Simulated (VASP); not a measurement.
# CuSi16 (a cell with a defect) in VASP: a series of runs

CuSi16 (a cell with a defect) is run at these levels: PBE; tasks: single point.

Program: VASP 6.6.1. These are calculated values, not measurements. Logs are shortened: lines on timing, memory, paths and dates and some standing lists are left out, and cuts for length are marked.

## Step 1: The cell of the first run

The cell holds a defect, 17 atoms: a = 7.679 Å, b = 7.679 Å, c = 7.679 Å, α = 60.00°, β = 60.00°, γ = 60.00°.

## Step 2: Single point, PBE

Contents of INCAR:

```
SYSTEM = CuSi16
PREC = Accurate ; ENCUT = 520
EDIFF = 1E-7 ; ISMEAR = 0
SIGMA = 0.02 ; LREAL = Auto
LASPH = .TRUE. ; NELM = 80
ALGO = Normal ; ISIF = 2
LWAVE = .FALSE. ; LCHARG = .FALSE.
GGA = PE ; NBANDS = 52
NELECT = 74.0
```

Contents of KPOINTS:

```
Automatic mesh
0
G
  2 2 2
  0 0 0
```

Contents of POSCAR:

```
CuSi16
1.0
    0.0000000000      5.4300000000      5.4300000000
    5.4300000000      0.0000000000      5.4300000000
    5.4300000000      5.4300000000      0.0000000000
Si Cu
16 1
Direct
   -0.0131924301      0.0009806937      0.0052940157
    0.1202512157      0.1317227195      0.1167571838
    0.0332528456     -0.0101267728      0.4854434757
    0.1188882286      0.1281761474      0.6296162959
   -0.0146985528      0.5071960569      0.0062315506
    0.1141118662      0.6277804644      0.1299394017
   -0.0129955125      0.5047306960      0.5031587664
    0.1188409191      0.6214365234      0.6309188738
    0.5068598519      0.0011773908     -0.0093505815
    0.6122843399      0.1312430087      0.1277309128
    0.5075008634     -0.0012935049      0.5000767356
    0.6619732844      0.1124150050      0.6119910228
    0.4875374616      0.5033422663      0.0055675548
    0.6108483644      0.6287227777      0.1289601889
    0.5066998666      0.4921973279      0.5011566456
    0.6124305934      0.6263117070      0.6336574230
    0.2903116947      0.2383152930      0.7293055345
```

Potentials or basis: VASP PAW PBE potentials, release 64 (Si, Cu).

On the command line:

```bash
cat potpaw_PBE.64/Si/POTCAR potpaw_PBE.64/Cu/POTCAR > POTCAR
mpirun -np 1 vasp_std > vasp.out
```

OUTCAR:

```text
SYSTEM = CuSi16
   PREC = Accurate
   ENCUT = 520
   EDIFF = 1E-7
   ISMEAR = 0
   LREAL = Auto
   LASPH = .TRUE.
   NELM = 80
   ISIF = 2
   GGA = PE
   NELECT = 74.0

 ion  position               nearest neighbor table
   1  0.987  0.001  0.005-   6 2.34  10 2.35   4 2.36   2 2.36  17 2.95
   2  0.120  0.132  0.117-   3 2.32   5 2.36   1 2.36   9 2.42  17 2.44
   3  0.033  0.990  0.485-   4 2.32   8 2.32   2 2.32  12 2.33
   4  0.119  0.128  0.630-   3 2.32   1 2.36   7 2.36  17 2.41  11 2.44
   5  0.985  0.507  0.006-   6 2.34  14 2.35   8 2.35   2 2.36
   6  0.114  0.628  0.130-   5 2.34   1 2.34   7 2.34  13 2.34
   7  0.987  0.505  0.503-   6 2.34  16 2.35   8 2.36   4 2.36  17 2.89
   8  0.119  0.621  0.631-   3 2.32   5 2.35   7 2.36  17 2.42  15 2.43
   9  0.507  0.001  0.991-  14 2.34  10 2.34  12 2.38   2 2.42  17 2.60
  10  0.612  0.131  0.128-  13 2.33  11 2.34   9 2.34   1 2.35
  11  0.508  0.999  0.500-  10 2.34  16 2.34  12 2.39   4 2.44  17 2.55
  12  0.662  0.112  0.612-   3 2.33  17 2.33   9 2.38  15 2.39  11 2.39
  13  0.488  0.503  0.006-  16 2.33  14 2.33  10 2.33   6 2.34
  14  0.611  0.629  0.129-  13 2.33  15 2.34   9 2.34   5 2.35
  15  0.507  0.492  0.501-  14 2.34  16 2.34  12 2.39   8 2.43  17 2.56
  16  0.612  0.626  0.634-  13 2.33  15 2.34  11 2.34   7 2.35
  17  0.290  0.238  0.729-  12 2.33   4 2.41   8 2.42   2 2.44  11 2.55  15 2.56   9 2.60   7 2.89
                             1 2.95

  LATTYP: Found a face centered cubic cell.
 ALAT       =    10.8600000000

  Lattice vectors:

 A1 = (   0.0000000000,   5.4300000000,   5.4300000000)
 A2 = (   5.4300000000,   0.0000000000,   5.4300000000)
 A3 = (   5.4300000000,   5.4300000000,   0.0000000000)

Analysis of symmetry for initial positions (statically):
=====================================================================
 Subroutine PRICEL returns:
 Original cell was already a primitive cell.

 Routine SETGRP: Setting up the symmetry group for a
 face centered cubic supercell.

 Subroutine GETGRP returns: Found  1 space group operations
 (whereof  1 operations were pure point group operations)
 out of a pool of 48 trial point group operations.

The static configuration has the point symmetry C_1 .

Analysis of symmetry for dynamics (positions and initial velocities):
=====================================================================
 Subroutine PRICEL returns:
 Original cell was already a primitive cell.

 Routine SETGRP: Setting up the symmetry group for a
 face centered cubic supercell.

 Subroutine GETGRP returns: Found  1 space group operations
 (whereof  1 operations were pure point group operations)
 out of a pool of 48 trial point group operations.

The dynamic configuration has the point symmetry C_1 .

 Subroutine INISYM returns: Found  1 space group operations
 (whereof  1 operations are pure point group operations),
 and found     1 'primitive' translations

----------------------------------------------------------------------------------------

                                     Primitive cell

  volume of cell :     320.2060

  direct lattice vectors                    reciprocal lattice vectors
     0.000000000  5.430000000  5.430000000    -0.092081031  0.092081031  0.092081031
     5.430000000  0.000000000  5.430000000     0.092081031 -0.092081031  0.092081031
     5.430000000  5.430000000  0.000000000     0.092081031  0.092081031 -0.092081031

  length of vectors
     7.679179644  7.679179644  7.679179644     0.159489025  0.159489025  0.159489025

  position of ions in fractional coordinates (direct lattice)
     0.986807570  0.000980694  0.005294016
     0.120251216  0.131722719  0.116757184
     0.033252846  0.989873227  0.485443476
     0.118888229  0.128176147  0.629616296
     0.985301447  0.507196057  0.006231551
     0.114111866  0.627780464  0.129939402
[... 9 lines left out ...]
     0.612430593  0.626311707  0.633657423
     0.290311695  0.238315293  0.729305534

  ion indices of the primitive-cell ions
   primitive index   ion index
                 1           1
                 2           2
                 3           3
                 4           4
                 5           5
                 6           6
[... 9 lines left out ...]
                16          16
                17          17

----------------------------------------------------------------------------------------

 KPOINTS: Automatic mesh

Automatic generation of k-mesh.
 Grid dimensions read from file:
 generate k-points for:    2    2    2

 Generating k-lattice:

  Cartesian coordinates                     Fractional coordinates (reciprocal lattice)
    -0.046040516  0.046040516  0.046040516     0.500000000  0.000000000  0.000000000
     0.046040516 -0.046040516  0.046040516     0.000000000  0.500000000  0.000000000
     0.046040516  0.046040516 -0.046040516     0.000000000  0.000000000  0.500000000

  Length of vectors
     0.079744512  0.079744512  0.079744512

  Shift w.r.t. Gamma in fractional coordinates (k-lattice)
     0.000000000  0.000000000  0.000000000

 Subroutine IBZKPT returns following result:
 ===========================================

 Found      8 irreducible k-points:

 Following reciprocal coordinates:
            Coordinates               Weight
  0.000000  0.000000  0.000000      1.000000
  0.500000  0.000000  0.000000      1.000000
  0.000000  0.500000  0.000000      1.000000
  0.000000  0.000000  0.500000      1.000000
  0.500000  0.500000  0.500000      1.000000
  0.500000  0.500000  0.000000      1.000000
  0.000000  0.500000  0.500000      1.000000
  0.500000  0.000000  0.500000      1.000000
   k-points           NKPTS =      8   k-points in BZ     NKDIM =      8   number of bands    NBANDS=     52
   number of dos      NEDOS =    301   number of ions     NIONS =     17
   total plane-waves  NPLWV = 216000
   dimension x,y,z NGX =    60 NGY =   60 NGZ =   60
   dimension x,y,z NGXF=   120 NGYF=  120 NGZF=  120
   ions per type =              16   1
   NGX,Y,Z   is equivalent  to a cutoff of  12.99, 12.99, 12.99 a.u.
   NGXF,Y,Z  is equivalent  to a cutoff of  25.98, 25.98, 25.98 a.u.
 SYSTEM =  CuSi16
   PREC   = accura    normal or accurate (medium, high low for compatibility)
   ISTART =      0    job   : 0-new  1-cont  2-samecut
   ICHARG =      2    charge: 1-file 2-atom 10-const
   ISPIN  =      1    spin polarized calculation?
   LNONCOLLINEAR =      F non collinear calculations
   LSORBIT =      F    spin-orbit coupling
   LASPH  =      T    aspherical Exc in radial PAW
   ENCUT  =  520.0 eV  38.22 Ry    6.18 a.u.  14.28 14.28 14.28*2*pi/ulx,y,z
   NELM   =     80;   NELMIN=  2; NELMDL= -5     # of ELM steps
   EDIFF  = 0.1E-06   stopping-criterion for ELM
   LREAL  =      T    real-space projection
   EDIFFG = 0.1E-05   stopping-criterion for IOM
   NSW    =      0    number of steps for IOM
   IBRION =     -1    ionic relax: 0-MD 1-quasi-New 2-CG
   NFREE  =      0    steps in history (QN), initial steepest desc. (CG)
   ISIF   =      2    stress and relaxation
   ISYM   =      2    0-nonsym 1-usesym 2-fastsym
   POTIM  = 0.5000    time-step for ionic-motion
   TEBEG  =    0.0;   TEEND  =   0.0 temperature during run
   PSTRESS=    0.0 pullay stress
   NELECT =      74.0000    total number of electrons
   NUPDOWN=      -1.0000    fix difference up-down
   EMIN   =  10.00;   EMAX   =-10.00  energy-range for DOS
   EFERMI =   0.00;   METHOD = LEGACY
   ISMEAR =     0;   SIGMA  =   0.02  broadening in eV -4-tet -1-fermi 0-gaus
   EFERMI_NEDOS =   21; number of points for ismear=-14 and -15
   IALGO  =     38    algorithm
   IMIX   =      4    mixing-type and parameters
     AMIX     =   0.40;   BMIX     =  1.00
     AMIX_MAG =   1.60;   BMIX_MAG =  1.00
  volume/ion in A,a.u.               =      18.84       127.11
  Fermi-wavevector in a.u.,A,eV,Ry     =   1.004636  1.898488 13.732283  1.009294
  Thomas-Fermi vector in A             =   2.137265
   LORBIT       =      0    0 simple, 1 ext, 2 COOP (PROOUT), +10 PAW based schemes
   GGA     = PE    functional components
   LHFCALC =     F    Hartree Fock is set to
   AEXX    =    0.0000 exact exchange contribution
   IVDW    =     0    specifies the selected vdW correction
   LEPSILON=     F    determine dielectric tensor
   LRPA    =     F    only Hartree local field effects (RPA)
 non-spin polarized calculation
 Gauss-broadening in eV      SIGMA  =   0.02
  energy-cutoff  :      520.00
  volume of cell :      320.21
 maximum number of plane-waves:      8646
 NGX is ok and might be reduce to    60
   NGX = 29   NGY = 29   NGZ = 29

 number of electron      74.0000001 magnetization

 Free energy of the ion-electron system (eV)
  ---------------------------------------------------
  ext. energy  EPLUGINS =         0.00000000
  ---------------------------------------------------
  free energy    TOTEN  =       -94.21979788 eV

  energy without entropy =      -94.21979788  energy(sigma->0) =      -94.21979788

 E-fermi :   6.3197     XC(G=0):  -9.6078

 val. band max:        6.2086656996   @ k =   0.0000   0.0000   0.0000
 cond. band min:       6.5467615924   @ k =   0.0000   0.0000   0.0000
 fundamental gap:      0.3380958928
 Fermi energy:         6.3197158862

 k-point     1 :       0.0000    0.0000    0.0000
  band No.  band energies     occupation
      1      -5.8962      2.00000
      2      -3.5490      2.00000
      3      -3.5052      2.00000
      4      -3.4754      2.00000
      5      -3.4721      2.00000
      6      -2.0477      2.00000
[... 41 lines left out ...]
     48       8.4576      0.00000
     49       8.7408      0.00000

 k-point     2 :       0.5000    0.0000    0.0000
  band No.  band energies     occupation
      1      -5.1897      2.00000
      2      -4.9855      2.00000
      3      -3.3346      2.00000
      4      -3.1884      2.00000
      5      -3.1814      2.00000
      6      -3.0321      2.00000
[... 304 lines left out ...]
 k-point     8 :       0.5000    0.0000    0.5000
  band No.  band energies     occupation
      1      -4.9336      2.00000
      2      -4.7262      2.00000
      3      -3.8687      2.00000
      4      -3.7768      2.00000
      5      -3.7509      2.00000
      6      -3.7343      2.00000
[... 41 lines left out ...]
     48      10.5001      0.00000
     49      10.5127      0.00000
 [bands above 49 left out]

------------------------ aborting loop because EDIFF is reached ----------------------------------------

  FORCE on cell =-STRESS in cart. coord.  units (eV):
  Direction    XX          YY          ZZ          XY          YZ          ZX
  --------------------------------------------------------------------------------------
  -------------------------------------------------------------------------------------
  Total       -1.6951050     -1.9137768     -1.7550039     -0.1733386      0.2794593     -0.0987040
  in kB       -8.4815981     -9.5757409     -8.7813076     -0.8673138      1.3982978     -0.4938738
  external PRESSURE =      -8.9462156 kB  Pullay stress =       0.0000000 kB

 VOLUME and BASIS-vectors are now :
 -----------------------------------------------------------------------------
  energy-cutoff  :      520.00
  volume of cell :      320.21
      direct lattice vectors                 reciprocal lattice vectors
     0.000000000  5.430000000  5.430000000    -0.092081031  0.092081031  0.092081031
     5.430000000  0.000000000  5.430000000     0.092081031 -0.092081031  0.092081031
     5.430000000  5.430000000  0.000000000     0.092081031  0.092081031 -0.092081031

 POSITION                                       TOTAL-FORCE (eV/Angst)
 -----------------------------------------------------------------------------------
      0.03407      5.38711      5.36369        -0.014887     -0.000768     -0.015110
      1.34925      1.28696      1.36822         0.006413     -0.000938     -0.009225
      8.01097      2.81652      5.55557        -0.010994      0.007937     -0.004156
      4.11481      4.06438      1.34156        -0.008301     -0.010031      0.001021
      2.78791      5.38402      8.10426         0.003483      0.020441      0.015550
      4.11442      1.32520      4.02848         0.022485     -0.011516     -0.009060
[... 9 lines left out ...]
      6.84163      6.76626      6.72637         0.017385      0.009021      0.002367
      5.25418      5.53652      2.87044         0.016714      0.016557      0.000193
 -----------------------------------------------------------------------------------
    total drift:                               -0.003925     -0.005225     -0.000175

  FREE ENERGIE OF THE ION-ELECTRON SYSTEM (eV)
  ---------------------------------------------------
  free  energy   TOTEN  =       -94.2197978826 eV

  energy  without entropy=      -94.2197978826  energy(sigma->0) =      -94.21979788
```

Wall time 4.8 min (1 thread of Intel Xeon Platinum 8559C (Emerald Rapids), shared host); peak memory 0.49 GiB.

Results:

| Item | Value |
| --- | --- |
| Free energy | -94.2198 eV |
| Largest force | 0.029 eV/Å |

Forces in eV/Å, atoms in the order of the input:
```
Si  -0.015 -0.001 -0.015
Si   0.006 -0.001 -0.009
Si  -0.011  0.008 -0.004
Si  -0.008 -0.010  0.001
Si   0.003  0.020  0.016
Si   0.022 -0.012 -0.009
Si  -0.017 -0.015 -0.009
Si   0.007 -0.021  0.014
Si   0.011  0.026 -0.007
Si   0.013 -0.006  0.014
Si  -0.018 -0.006 -0.011
Si  -0.010 -0.003  0.004
Si   0.002  0.002 -0.008
Si  -0.027 -0.011  0.000
Si   0.006  0.003  0.021
Si   0.017  0.009  0.002
Cu   0.017  0.017  0.000
```

Caveat: the k points lie up to 0.50 Å⁻¹ apart; the cell carries a net charge on a neutralising background, which shifts energy and pressure; the cell is charged against a uniform background, so pressure and absolute levels hang on convention.

(Part 1 of 2 ends here.)
